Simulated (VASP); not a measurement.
# Ti3Al (Fm-3m) in VASP: further runs, part 3 of 3

VASP 6.6.1. Earlier steps stand in the parts before.

### 4 Relaxation of cell and atoms, LDA

Contents of INCAR:

```
SYSTEM = Ti3Al
ALGO = Fast ; EDIFF = 1E-6
EDIFFG = -0.002 ; ENCUT = 600
IBRION = 2 ; ISIF = 3
ISMEAR = 0 ; LASPH = .TRUE.
LCHARG = .FALSE. ; LREAL = .FALSE.
LWAVE = .FALSE. ; NELM = 100
NSW = 100 ; PREC = Accurate
SIGMA = 0.1
```

Contents of KPOINTS:

```
k-points
0
G
  12 12 12
  0 0 0
```

Contents of POSCAR:

```
Ti3Al
1.0
    0.0000000000      3.1476507367      3.1476507367
    3.1476507367      0.0000000000      3.1476507367
    3.1476507367      3.1476507367      0.0000000000
Ti Al
3 1
Direct
    0.7500000000      0.7500000000      0.7500000000
    0.2500000000      0.2500000000      0.2500000000
    0.0000000000      0.0000000000      0.0000000000
    0.5000000000      0.5000000000      0.5000000000
```

Potentials or basis: VASP PAW LDA potentials, release 64 (Ti_sv, Al).

Run with:

```
cat potpaw_LDA.64/Ti_sv/POTCAR potpaw_LDA.64/Al/POTCAR > POTCAR
mpirun -np 1 vasp_std > vasp.out
```

OUTCAR:

```text
SYSTEM = Ti3Al
   EDIFF = 1E-6
   EDIFFG = -0.002
   ENCUT = 600
   IBRION = 2
   ISIF = 3
   ISMEAR = 0
   LASPH = .TRUE.
   LREAL = .FALSE.
   NELM = 100
   NSW = 100
   PREC = Accurate

 ion  position               nearest neighbor table
   1  0.750  0.750  0.750-   4 2.73   4 2.73   4 2.73   3 2.73   4 2.73   3 2.73   3 2.73   3 2.73

   2  0.250  0.250  0.250-   3 2.73   3 2.73   3 2.73   3 2.73   4 2.73   4 2.73   4 2.73   4 2.73

   3  0.000  0.000  0.000-   1 2.73   1 2.73   1 2.73   1 2.73   2 2.73   2 2.73   2 2.73   2 2.73

   4  0.500  0.500  0.500-   2 2.73   2 2.73   2 2.73   1 2.73   2 2.73   1 2.73   1 2.73   1 2.73

  LATTYP: Found a face centered cubic cell.
 ALAT       =     6.2953014734

  Lattice vectors:

 A1 = (   0.0000000000,   3.1476507367,   3.1476507367)
 A2 = (   3.1476507367,   0.0000000000,   3.1476507367)
 A3 = (   3.1476507367,   3.1476507367,   0.0000000000)

Analysis of symmetry for initial positions (statically):
=====================================================================
 Subroutine PRICEL returns:
 Original cell was already a primitive cell.

 Routine SETGRP: Setting up the symmetry group for a
 face centered cubic supercell.

 Subroutine GETGRP returns: Found 48 space group operations
 (whereof 48 operations were pure point group operations)
 out of a pool of 48 trial point group operations.

The static configuration has the point symmetry O_h .

Analysis of symmetry for dynamics (positions and initial velocities):
=====================================================================
 Subroutine PRICEL returns:
 Original cell was already a primitive cell.

 Routine SETGRP: Setting up the symmetry group for a
 face centered cubic supercell.

 Subroutine GETGRP returns: Found 48 space group operations
 (whereof 48 operations were pure point group operations)
 out of a pool of 48 trial point group operations.

The dynamic configuration has the point symmetry O_h .

 Subroutine INISYM returns: Found 48 space group operations
 (whereof 48 operations are pure point group operations),
 and found     1 'primitive' translations

----------------------------------------------------------------------------------------

                                     Primitive cell

  volume of cell :      62.3720

  direct lattice vectors                    reciprocal lattice vectors
     0.000000000  3.147650737  3.147650737    -0.158848628  0.158848628  0.158848628
     3.147650737  0.000000000  3.147650737     0.158848628 -0.158848628  0.158848628
     3.147650737  3.147650737  0.000000000     0.158848628  0.158848628 -0.158848628

  length of vectors
     4.451450361  4.451450361  4.451450361     0.275133894  0.275133894  0.275133894

  position of ions in fractional coordinates (direct lattice)
     0.750000000  0.750000000  0.750000000
     0.250000000  0.250000000  0.250000000
     0.000000000  0.000000000  0.000000000
     0.500000000  0.500000000  0.500000000

  ion indices of the primitive-cell ions
   primitive index   ion index
                 1           1
                 2           2
                 3           3
                 4           4

[... 54 lines left out ...]
   number of dos      NEDOS =    301   number of ions     NIONS =      4
   total plane-waves  NPLWV =  46656
   dimension x,y,z NGX =    36 NGY =   36 NGZ =   36
   dimension x,y,z NGXF=    72 NGYF=   72 NGZF=   72
   ions per type =               3   1
   NGX,Y,Z   is equivalent  to a cutoff of  13.44, 13.44, 13.44 a.u.
   NGXF,Y,Z  is equivalent  to a cutoff of  26.89, 26.89, 26.89 a.u.
 SYSTEM =  Ti3Al
   PREC   = accura    normal or accurate (medium, high low for compatibility)
   ISTART =      0    job   : 0-new  1-cont  2-samecut
   ICHARG =      2    charge: 1-file 2-atom 10-const
   ISPIN  =      1    spin polarized calculation?
   LNONCOLLINEAR =      F non collinear calculations
   LSORBIT =      F    spin-orbit coupling
   LASPH  =      T    aspherical Exc in radial PAW
   ENCUT  =  600.0 eV  44.10 Ry    6.64 a.u.   8.89  8.89  8.89*2*pi/ulx,y,z
   NELM   =    100;   NELMIN=  2; NELMDL= -5     # of ELM steps
   EDIFF  = 0.1E-05   stopping-criterion for ELM
   LREAL  =      F    real-space projection
   EDIFFG = -.2E-02   stopping-criterion for IOM
   NSW    =    100    number of steps for IOM
   IBRION =      2    ionic relax: 0-MD 1-quasi-New 2-CG
   NFREE  =      1    steps in history (QN), initial steepest desc. (CG)
   ISIF   =      3    stress and relaxation
   ISYM   =      2    0-nonsym 1-usesym 2-fastsym
   POTIM  = 0.5000    time-step for ionic-motion
   TEBEG  =    0.0;   TEEND  =   0.0 temperature during run
   PSTRESS=    0.0 pullay stress
   NELECT =      39.0000    total number of electrons
   NUPDOWN=      -1.0000    fix difference up-down
   EMIN   =  10.00;   EMAX   =-10.00  energy-range for DOS
   EFERMI =   0.00;   METHOD = LEGACY
   ISMEAR =     0;   SIGMA  =   0.10  broadening in eV -4-tet -1-fermi 0-gaus
   EFERMI_NEDOS =   21; number of points for ismear=-14 and -15
   IALGO  =     68    algorithm
   IMIX   =      4    mixing-type and parameters
     AMIX     =   0.40;   BMIX     =  1.00
     AMIX_MAG =   1.60;   BMIX_MAG =  1.00
  volume/ion in A,a.u.               =      15.59       105.23
  Fermi-wavevector in a.u.,A,eV,Ry     =   1.399909  2.645445 26.663955  1.959745
  Thomas-Fermi vector in A             =   2.522922
   LORBIT       =      0    0 simple, 1 ext, 2 COOP (PROOUT), +10 PAW based schemes
   GGA     = CA    functional components
   LHFCALC =     F    Hartree Fock is set to
   AEXX    =    0.0000 exact exchange contribution
   IVDW    =     0    specifies the selected vdW correction
   LEPSILON=     F    determine dielectric tensor
   LRPA    =     F    only Hartree local field effects (RPA)
 conjugate gradient relaxation of ions
 non-spin polarized calculation
 RMM-DIIS sequential band-by-band and
 Gauss-broadening in eV      SIGMA  =   0.10
  energy-cutoff  :      600.00
  volume of cell :       62.37
 maximum number of plane-waves:      2120
   NGX = 17   NGY = 17   NGZ = 17

--------------------------------------- Ionic step        1  -------------------------------------------

 number of electron      38.9999992 magnetization

 Free energy of the ion-electron system (eV)
  ---------------------------------------------------
  ext. energy  EPLUGINS =         0.00000000
  ---------------------------------------------------
  free energy    TOTEN  =       -30.47341107 eV

  energy without entropy =      -30.43259352  energy(sigma->0) =      -30.45300230

------------------------ aborting loop because EDIFF is reached ----------------------------------------

  FORCE on cell =-STRESS in cart. coord.  units (eV):
  Direction    XX          YY          ZZ          XY          YZ          ZX
  --------------------------------------------------------------------------------------
  -------------------------------------------------------------------------------------
  Total        0.0559972      0.0559972      0.0559972      0.0000000      0.0000000      0.0000000
  in kB        1.4384264      1.4384264      1.4384264      0.0000000      0.0000000      0.0000000
  external PRESSURE =       1.4384264 kB  Pullay stress =       0.0000000 kB
[... 139 lines left out ...]
--------------------------------------- Ionic step        5  -------------------------------------------

 number of electron      38.9999992 magnetization

 Free energy of the ion-electron system (eV)
  ---------------------------------------------------
  ext. energy  EPLUGINS =         0.00000000
  ---------------------------------------------------
  free energy    TOTEN  =       -30.47343148 eV

  energy without entropy =      -30.43256799  energy(sigma->0) =      -30.45299973

 E-fermi :   8.6672     XC(G=0): -11.8744

 val. band max:        8.6669950465   @ k =  -0.4167   0.4167   0.0000
 cond. band min:       8.6686248254   @ k =   0.0833   0.0000   0.0000
 fundamental gap:      0.0016297789
 Fermi energy:         8.6671702859

 k-point     1 :       0.0000    0.0000    0.0000
  band No.  band energies     occupation
      1     -47.0827      2.00000
      2     -46.9748      2.00000
      3     -46.7424      2.00000
      4     -23.7813      2.00000
      5     -23.7813      2.00000
      6     -23.7813      2.00000
[... 613 lines left out ...]
     22       9.5304      0.00000
     23       9.6083      0.00000

 [... further k-points ...]

------------------------ aborting loop because EDIFF is reached ----------------------------------------

  FORCE on cell =-STRESS in cart. coord.  units (eV):
  Direction    XX          YY          ZZ          XY          YZ          ZX
  --------------------------------------------------------------------------------------
  -------------------------------------------------------------------------------------
  Total       -0.0021360     -0.0021360     -0.0021360      0.0000000      0.0000000      0.0000000
  in kB       -0.0548315     -0.0548315     -0.0548315      0.0000000      0.0000000      0.0000000
  external PRESSURE =      -0.0548315 kB  Pullay stress =       0.0000000 kB
[... 19 lines left out ...]
  FREE ENERGIE OF THE ION-ELECTRON SYSTEM (eV)
  ---------------------------------------------------
  free  energy   TOTEN  =       -30.4734314765 eV

  energy  without entropy=      -30.4325679869  energy(sigma->0) =      -30.45299973

 reached required accuracy - stopping structural energy minimisation
```

Run time: 12 min. Hardware: 1 thread of AMD EPYC 7R13, shared host; peak memory 0.23 GiB.

What came out:

| Item | Value |
| --- | --- |
| Free energy | -30.4734 eV |
| Relaxed volume | 15.60 Å³/atom |
| Relaxed cell | a = 4.452 Å, b = 4.452 Å, c = 4.452 Å, α = 60.00°, β = 60.00°, γ = 60.00° |
| Space group after relaxing (to 0.1 Å) | Fm-3m (No. 225) |
| Energy gained by relaxing | 0.0 meV/atom |
| Ionic steps | 5 |
| Pressure after relaxing | 0.0 GPa |
| Band gap on the k mesh | zero (an odd number of electrons rules out a gap without spin polarisation) |

Final structure:
```xyz
4
Lattice="0.0000 3.1484 3.1484 3.1484 0.0000 3.1484 3.1484 3.1484 0.0000" Properties=species:S:1:pos:R:3 pbc="T T T"
Ti    4.7225    4.7225    4.7225
Ti    1.5742    1.5742    1.5742
Ti    0.0000    0.0000    0.0000
Al    3.1484    3.1484    3.1484
```

Levels at points of the mesh, in eV from the Fermi level:
```csv
k point,band 17,band 18,band 19,band 20,band 21,band 22,band 23
"(0.00, 0.00, 0.00)",-1.80,-1.80,0.05,0.05,0.05,2.44,2.44
"(0.50, 0.00, 0.00)",-0.41,-0.36,-0.36,-0.01,-0.01,0.89,1.06
"(0.50, 0.50, 0.00)",-0.50,-0.50,-0.17,-0.15,-0.15,1.13,1.34
```

### 5 Overview

| task | cell | k mesh | cutoff (eV) | gap on the mesh (eV) | pressure (GPa) |
| --- | --- | --- | --- | --- | --- |
| single point | a = 4.451 Å, angles 60.0°, 4 atoms | 6 × 6 × 6 | 520 | none | 0.0 |
| single point | a = 4.452 Å, angles 60.0°, 4 atoms | 12 × 12 × 12 | 520 | none | 0.0 |
| relaxation of cell and atoms | relaxed from a = 4.451 Å, angles 60.0°, 4 atoms | 12 × 12 × 12 | 600 | none | 0.0 |

Alike in all rows: level LDA; potentials or basis VASP PAW LDA potentials, release 64 (Ti_sv, Al); no spin polarisation; smearing gaussian 0.1 eV.

Total energies depend on the potentials used, so only differences within one code and one set of settings carry meaning.
